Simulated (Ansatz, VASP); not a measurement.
Na in VASP and in Ansatz

```
Na
1.0
     3.70832    0.00000    0.00000
    -1.23611    3.49624    0.00000
    -1.23611   -1.74812    3.02783
Na
1
Direct
  0.00000 0.00000 0.00000
```

Alike in both runs: task relaxation of cell and atoms; functional PBEsol; dispersion D4; k mesh 9 × 9 × 9; occupations methfessel-paxton of order 1, width 0.1 eV; no spin polarisation.

|  | VASP | Ansatz |
| --- | --- | --- |
| version | VASP 6.6.1 | Ansatz 0.2.0 |
| potentials or method | VASP PAW PBE potentials, release 64 (Na_pv), cutoff 600 eV | all-electron LAPW, scalar-relativistic |

Ansatz gave:

```
relaxed volume (Å³/atom)                                     : 36.09
relaxed cell length with the largest relative difference (Å) : 3.606
```

Which values does VASP return?

Relaxed volume (Å³/atom): 36.00; relaxed cell length with the largest relative difference (Å): 3.603.

VASP's potentials were made for PBE, not for PBEsol. Ansatz ran all-electron here, and VASP with PAW potentials.
